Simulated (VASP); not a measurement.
# Ge (Fd-3m) in VASP: a series of runs, part 2 of 2

VASP 6.6.1. The steps go on from the part before.

### 3 Single point, PBEsol

This run uses another cell than the first one, of 22.86 Å³/atom, 1.282 times its volume.

The input, INCAR:

```
PREC     = Accurate       # precision mode
ENCUT    = 520            # plane-wave cutoff, eV
EDIFF    = 1E-7           # SCF threshold, eV
ISMEAR   = -1             # smearing method
SIGMA    = 0.08           # smearing width, eV
LREAL    = False          # projectors in reciprocal space
LASPH    = True           # aspherical terms in the spheres
NELM     = 80             # most SCF steps
ALGO     = Normal         # electronic algorithm
ISIF     = 2              # what is computed and relaxed
LWAVE    = False          # write WAVECAR
LCHARG   = False          # write CHGCAR
GGA      = PS             # functional
NBANDS   = 21             # bands
```

The input, KPOINTS:

```
regular mesh
0
Gamma
  14 14 14
```

The input, POSCAR:

```
Ge
1.0
    0.0000000000      2.8381774083      2.8381774083
    2.8381774083      0.0000000000      2.8381774083
    2.8381774083      2.8381774083      0.0000000000
Ge
2
Direct
    0.5000000000      0.5000000000      0.5000000000
    0.7500000000      0.7500000000      0.7500000000
```

Potentials or basis: VASP PAW PBE potentials, release 64 (Ge_d).

Command:

```
$ cat potpaw_PBE.64/Ge_d/POTCAR > POTCAR
$ mpirun -np 1 vasp_std > vasp.out
```

OUTCAR:

```text
PREC = Accurate
   ENCUT = 520
   EDIFF = 1E-7
   ISMEAR = -1
   LREAL = False
   LASPH = True
   NELM = 80
   ISIF = 2
   GGA = PS

 ion  position               nearest neighbor table
   1  0.500  0.500  0.500-   2 2.46   2 2.46   2 2.46   2 2.46
   2  0.750  0.750  0.750-   1 2.46   1 2.46   1 2.46   1 2.46

  LATTYP: Found a face centered cubic cell.
 ALAT       =     5.6763548166

  Lattice vectors:

 A1 = (   0.0000000000,   2.8381774083,   2.8381774083)
 A2 = (   2.8381774083,   0.0000000000,   2.8381774083)
 A3 = (   2.8381774083,   2.8381774083,   0.0000000000)

Analysis of symmetry for initial positions (statically):
=====================================================================
 Subroutine PRICEL returns:
 Original cell was already a primitive cell.

 Routine SETGRP: Setting up the symmetry group for a
 face centered cubic supercell.

 Subroutine GETGRP returns: Found 48 space group operations
 (whereof 24 operations were pure point group operations)
 out of a pool of 48 trial point group operations.

The static configuration has the point symmetry T_d .
 The point group associated with its full space group is O_h .

Analysis of symmetry for dynamics (positions and initial velocities):
=====================================================================
 Subroutine PRICEL returns:
 Original cell was already a primitive cell.

 Routine SETGRP: Setting up the symmetry group for a
 face centered cubic supercell.

 Subroutine GETGRP returns: Found 48 space group operations
 (whereof 24 operations were pure point group operations)
 out of a pool of 48 trial point group operations.

The dynamic configuration has the point symmetry T_d .
 The point group associated with its full space group is O_h .

 Subroutine INISYM returns: Found 48 space group operations
 (whereof 24 operations are pure point group operations),
 and found     1 'primitive' translations

----------------------------------------------------------------------------------------

                                     Primitive cell

  volume of cell :      45.7245

  direct lattice vectors                    reciprocal lattice vectors
     0.000000000  2.838177408  2.838177408    -0.176169396  0.176169396  0.176169396
     2.838177408  0.000000000  2.838177408     0.176169396 -0.176169396  0.176169396
     2.838177408  2.838177408  0.000000000     0.176169396  0.176169396 -0.176169396

  length of vectors
     4.013788983  4.013788983  4.013788983     0.305134345  0.305134345  0.305134345

  position of ions in fractional coordinates (direct lattice)
     0.500000000  0.500000000  0.500000000
     0.750000000  0.750000000  0.750000000

  ion indices of the primitive-cell ions
   primitive index   ion index
                 1           1
                 2           2

----------------------------------------------------------------------------------------

 KPOINTS: regular mesh

Automatic generation of k-mesh.
 Grid dimensions read from file:
 generate k-points for:   14   14   14

 Generating k-lattice:

  Cartesian coordinates                     Fractional coordinates (reciprocal lattice)
    -0.012583528  0.012583528  0.012583528     0.071428571  0.000000000  0.000000000
     0.012583528 -0.012583528  0.012583528     0.000000000  0.071428571  0.000000000
     0.012583528  0.012583528 -0.012583528     0.000000000  0.000000000  0.071428571

  Length of vectors
     0.021795310  0.021795310  0.021795310

  Shift w.r.t. Gamma in fractional coordinates (k-lattice)
     0.000000000  0.000000000  0.000000000

 Subroutine IBZKPT returns following result:
 ===========================================

 Found    104 irreducible k-points:

 Following reciprocal coordinates:
            Coordinates               Weight
  0.000000  0.000000  0.000000      1.000000
  0.071429  0.000000  0.000000      8.000000
  0.142857  0.000000  0.000000      8.000000
  0.214286  0.000000  0.000000      8.000000
  0.285714  0.000000  0.000000      8.000000
  0.357143  0.000000  0.000000      8.000000
[... 16 lines left out ...]
  0.214286  0.142857  0.000000     24.000000
  0.285714  0.142857  0.000000     24.000000
 [... further k-points ...]
   k-points           NKPTS =    104   k-points in BZ     NKDIM =    104   number of bands    NBANDS=     21
   number of dos      NEDOS =    301   number of ions     NIONS =      2
   total plane-waves  NPLWV =  27000
   dimension x,y,z NGX =    30 NGY =   30 NGZ =   30
   dimension x,y,z NGXF=    60 NGYF=   60 NGZF=   60
   ions per type =               2
   NGX,Y,Z   is equivalent  to a cutoff of  12.43, 12.43, 12.43 a.u.
   NGXF,Y,Z  is equivalent  to a cutoff of  24.85, 24.85, 24.85 a.u.
 SYSTEM =  unknown system
   PREC   = accura    normal or accurate (medium, high low for compatibility)
   ISTART =      0    job   : 0-new  1-cont  2-samecut
   ICHARG =      2    charge: 1-file 2-atom 10-const
   ISPIN  =      1    spin polarized calculation?
   LNONCOLLINEAR =      F non collinear calculations
   LSORBIT =      F    spin-orbit coupling
   LASPH  =      T    aspherical Exc in radial PAW
   ENCUT  =  520.0 eV  38.22 Ry    6.18 a.u.   7.46  7.46  7.46*2*pi/ulx,y,z
   NELM   =     80;   NELMIN=  2; NELMDL= -5     # of ELM steps
   EDIFF  = 0.1E-06   stopping-criterion for ELM
   LREAL  =      F    real-space projection
   EDIFFG = 0.1E-05   stopping-criterion for IOM
   NSW    =      0    number of steps for IOM
   IBRION =     -1    ionic relax: 0-MD 1-quasi-New 2-CG
   NFREE  =      0    steps in history (QN), initial steepest desc. (CG)
   ISIF   =      2    stress and relaxation
   ISYM   =      2    0-nonsym 1-usesym 2-fastsym
   POTIM  = 0.5000    time-step for ionic-motion
   TEBEG  =    0.0;   TEEND  =   0.0 temperature during run
   PSTRESS=    0.0 pullay stress
   NELECT =      28.0000    total number of electrons
   NUPDOWN=      -1.0000    fix difference up-down
   EMIN   =  10.00;   EMAX   =-10.00  energy-range for DOS
   EFERMI =   0.00;   METHOD = LEGACY
   ISMEAR =    -1;   SIGMA  =   0.08  broadening in eV -4-tet -1-fermi 0-gaus
   EFERMI_NEDOS =   21; number of points for ismear=-14 and -15
   IALGO  =     38    algorithm
   IMIX   =      4    mixing-type and parameters
     AMIX     =   0.40;   BMIX     =  1.00
     AMIX_MAG =   1.60;   BMIX_MAG =  1.00
  volume/ion in A,a.u.               =      22.86       154.28
  Fermi-wavevector in a.u.,A,eV,Ry     =   1.390202  2.627101 26.295465  1.932662
  Thomas-Fermi vector in A             =   2.514160
   LORBIT       =      0    0 simple, 1 ext, 2 COOP (PROOUT), +10 PAW based schemes
   GGA     = PS    functional components
   LHFCALC =     F    Hartree Fock is set to
   AEXX    =    0.0000 exact exchange contribution
   IVDW    =     0    specifies the selected vdW correction
   LEPSILON=     F    determine dielectric tensor
   LRPA    =     F    only Hartree local field effects (RPA)
 non-spin polarized calculation
  energy-cutoff  :      520.00
  volume of cell :       45.72
 maximum number of plane-waves:      1248
 NGX is ok and might be reduce to    30
   NGX = 15   NGY = 15   NGZ = 15

 number of electron      28.0000014 magnetization

 Free energy of the ion-electron system (eV)
  ---------------------------------------------------
  ext. energy  EPLUGINS =         0.00000000
  ---------------------------------------------------
  free energy    TOTEN  =        -9.87509486 eV

  energy without entropy =       -9.87367697  energy(sigma->0) =       -9.87438592

 E-fermi :   4.8071     XC(G=0): -10.0827

 val. band max:        4.7653112255   @ k =   0.0000   0.0000   0.0000
 cond. band min:       4.8585036943   @ k =   0.5000   0.0000   0.0000
 fundamental gap:      0.0931924687
 Fermi energy:         4.8071425619

 k-point     1 :       0.0000    0.0000    0.0000
  band No.  band energies     occupation
      1     -19.9840      2.00000
      2     -19.9840      2.00000
      3     -19.9840      2.00000
      4     -19.9481      2.00000
      5     -19.9481      2.00000
      6     -19.7413      2.00000
[... 13 lines left out ...]
     20      14.2197      0.00000
     21      14.2197      0.00000

 k-point     2 :       0.0714    0.0000    0.0000
  band No.  band energies     occupation
      1     -19.9872      2.00000
      2     -19.9872      2.00000
      3     -19.9832      2.00000
      4     -19.9438      2.00000
      5     -19.9438      2.00000
      6     -19.7467      2.00000
[... 520 lines left out ...]
 k-point    24 :       0.2857    0.1429    0.0000
  band No.  band energies     occupation
      1     -20.0083      2.00000
      2     -20.0002      2.00000
      3     -19.9783      2.00000
      4     -19.9203      2.00000
      5     -19.8972      2.00000
      6     -19.8044      2.00000
[... 13 lines left out ...]
     20      13.9148      0.00000
     21      14.5044      0.00000

 [... further k-points ...]
[... 5 lines left out ...]
  --------------------------------------------------------------------------------------
  -------------------------------------------------------------------------------------
  Total       -0.0267894     -0.0267894     -0.0267894     -0.0000000      0.0000000      0.0000000
  in kB       -0.9386947     -0.9386947     -0.9386947     -0.0000000      0.0000000      0.0000000
  external PRESSURE =      -0.9386947 kB  Pullay stress =       0.0000000 kB

 VOLUME and BASIS-vectors are now :
 -----------------------------------------------------------------------------
  energy-cutoff  :      520.00
  volume of cell :       45.72
      direct lattice vectors                 reciprocal lattice vectors
     0.000000000  2.838177408  2.838177408    -0.176169396  0.176169396  0.176169396
     2.838177408  0.000000000  2.838177408     0.176169396 -0.176169396  0.176169396
     2.838177408  2.838177408  0.000000000     0.176169396  0.176169396 -0.176169396

 POSITION                                       TOTAL-FORCE (eV/Angst)
 -----------------------------------------------------------------------------------
      2.83818      2.83818      2.83818        -0.000000     -0.000000     -0.000000
      4.25727      4.25727      4.25727         0.000000      0.000000      0.000000
 -----------------------------------------------------------------------------------
    total drift:                                0.000000     -0.000000      0.000000

  FREE ENERGIE OF THE ION-ELECTRON SYSTEM (eV)
  ---------------------------------------------------
  free  energy   TOTEN  =        -9.8750948602 eV

  energy  without entropy=       -9.8736769721  energy(sigma->0) =       -9.87438592
```

Run time: 70 s. Hardware: 1 thread of Intel Xeon 6975P-C, shared host; peak memory 0.22 GiB.

What came out:

- Free energy: -9.8751 eV
- Pressure: -0.1 GPa
- Band gap on the k mesh: zero (filled and empty bands touch)

Levels at points of the mesh, in eV from the Fermi level:
| k point | band 10 | band 11 | band 12 | band 13 | band 14 | band 15 | band 16 | band 17 | band 18 | band 19 |
| --- | --- | --- | --- | --- | --- | --- | --- | --- | --- | --- |
| (0.00, 0.00, 0.00) | -24.54 | -12.76 | -0.14 | -0.04 | -0.04 | -0.04 | 2.49 | 2.49 | 2.49 | 6.15 |
| (0.50, 0.00, 0.00) | -24.51 | -10.69 | -7.62 | -1.44 | -1.44 | 0.05 | 3.67 | 3.67 | 6.92 | 10.33 |
| (0.50, 0.50, 0.00) | -24.50 | -8.91 | -8.91 | -3.10 | -3.10 | 0.64 | 0.64 | 9.37 | 9.37 | 11.37 |

Caveat: the PAW data sets were made with another functional, which shifts forces and pressure a little.

### 4 Relaxation of cell and atoms, PBEsol, target pressure 30 GPa, at which the enthalpy is minimised

This run uses another cell than the first one, of 22.86 Å³/atom, 1.282 times its volume.

The input, INCAR:

```
SYSTEM = Ge
PREC = Accurate
ENCUT = 600
EDIFF = 1E-6
ISMEAR = -1
SIGMA = 0.08
LREAL = .False.
LASPH = .True.
NELM = 60
ALGO = Normal
ISIF = 3
LWAVE = .False.
LCHARG = .False.
GGA = PS
IBRION = 2
NSW = 100
EDIFFG = -0.002
PSTRESS = 300.0
```

The input, KPOINTS:

```
Automatic mesh
0
Gamma
  14 14 14
  0 0 0
```

POSCAR is that of step 3.

Command:

```
$ cat potpaw_PBE.64/Ge_d/POTCAR > POTCAR
$ mpirun -np 1 vasp_std > vasp.out
```

It took 10 min on 1 thread of Intel Xeon 6975P-C, shared host; peak memory 0.25 GiB.

The run converged. Its results:

- Free energy: -9.1317 eV
- Relaxed volume: 17.82 Å³/atom
- Relaxed cell: a = 3.694 Å, b = 3.694 Å, c = 3.694 Å, α = 60.00°, β = 60.00°, γ = 60.00°
- Space group after relaxing (to 0.05 Å): Fd-3m (No. 227)
- Energy change on relaxing (the enthalpy is what falls): +371.8 meV/atom
- Ionic steps: 52
- Pressure after relaxing: 30.0 GPa
- Band gap on the k mesh: 0.07 eV, indirect (least direct gap 2.35 eV)

The path:
| step | energy change (eV) | largest force (eV/Å) | pressure (GPa) | volume (Å³) |
| --- | --- | --- | --- | --- |
| 1 | 0.0000 | 0.0000 | -0.08 | 45.72 |
| 3 | 0.5452 | 0.0000 | 24.28 | 36.82 |
| 5 | 0.7567 | 0.0000 | 30.26 | 35.57 |
| 7 | 0.7231 | 0.0000 | 29.46 | 35.75 |
| 9 | 0.7267 | 0.0000 | 29.50 | 35.73 |
| 11 | 0.7268 | 0.0000 | 29.49 | 35.73 |
| 13 | 0.7276 | 0.0000 | 29.67 | 35.72 |
| 15 | 0.7306 | 0.0000 | 29.46 | 35.71 |
| 17 | 0.7426 | 0.0000 | 30.09 | 35.64 |
| 19 | 0.7422 | 0.0000 | 30.16 | 35.65 |
| 21 | 0.7416 | 0.0000 | 29.92 | 35.65 |
| 23 | 0.7418 | 0.0000 | 29.93 | 35.65 |
| 25 | 0.7418 | 0.0000 | 29.93 | 35.65 |
| 27 | 0.7418 | 0.0000 | 29.93 | 35.65 |
| 29 | 0.7418 | 0.0000 | 29.93 | 35.65 |
| 31 | 0.7418 | 0.0000 | 29.93 | 35.65 |
| 33 | 0.7418 | 0.0000 | 29.93 | 35.65 |
| 35 | 0.7418 | 0.0000 | 29.93 | 35.65 |
| 37 | 0.7418 | 0.0000 | 29.93 | 35.65 |
| 39 | 0.7420 | 0.0000 | 29.92 | 35.65 |
| 41 | 0.7430 | 0.0000 | 30.17 | 35.64 |
| 43 | 0.7424 | 0.0000 | 29.91 | 35.64 |
| 45 | 0.7425 | 0.0000 | 29.95 | 35.64 |
| 47 | 0.7427 | 0.0000 | 29.94 | 35.64 |
| 49 | 0.7437 | 0.0000 | 30.18 | 35.64 |
| 51 | 0.7435 | 0.0000 | 29.90 | 35.64 |
| 52 | 0.7436 | 0.0000 | 29.99 | 35.64 |

Final structure:
```
Ge
1.0
     0.00000    2.61194    2.61194
     2.61194    0.00000    2.61194
     2.61194    2.61194    0.00000
Ge
2
Direct
  0.50000 0.50000 0.50000
  0.75000 0.75000 0.75000
```

Levels at points of the mesh, in eV from the valence-band top:
| k point | band 10 | band 11 | band 12 | band 13 | band 14 | band 15 | band 16 | band 17 | band 18 |
| --- | --- | --- | --- | --- | --- | --- | --- | --- | --- |
| (0.00, 0.00, 0.00) | -24.80 | -14.90 | 0.00 | 0.00 | 0.00 | 2.35 | 2.58 | 2.58 | 2.58 |
| (0.50, 0.00, 0.00) | -24.77 | -12.12 | -9.04 | -1.84 | -1.84 | 0.95 | 3.75 | 3.75 | 6.94 |
| (0.50, 0.50, 0.00) | -24.74 | -10.00 | -10.00 | -4.06 | -4.06 | 0.25 | 0.25 | 11.60 | 11.60 |

Caveat: the cell is relaxed towards a set pressure, so the enthalpy falls and the energy may rise; the volume moved by over 15 % at a fixed basis, so the end points are rough; the PAW data sets were made with another functional, which shifts forces and pressure a little. A k mesh can miss the band edges.

### 5 Overview

| task | cell | cutoff (eV) | gap on the mesh (eV) | pressure (GPa) |
| --- | --- | --- | --- | --- |
| single point | a = 3.694 Å, angles 60.0°, 2 atoms | 520 | 0.07 | 30.1 |
| single point | a = 4.014 Å, angles 60.0°, 2 atoms | 520 | none | -0.1 |
| relaxation of cell and atoms | relaxed to 30 GPa from a = 4.014 Å, angles 60.0°, 2 atoms | 600 | 0.07 | 30.0 |

Alike in all rows: level PBEsol; potentials or basis VASP PAW PBE potentials, release 64 (Ge_d); no spin polarisation; k mesh 14 × 14 × 14; smearing fermi-dirac 0.08 eV.

Caveats: the PAW data sets were made with another functional, which shifts forces and pressure a little; the cell is relaxed towards a set pressure, so the enthalpy falls and the energy may rise (some runs); the volume moved by over 15 % at a fixed basis, so the end points are rough (some runs).

Absolute energies hang on the potentials; compare differences alone.
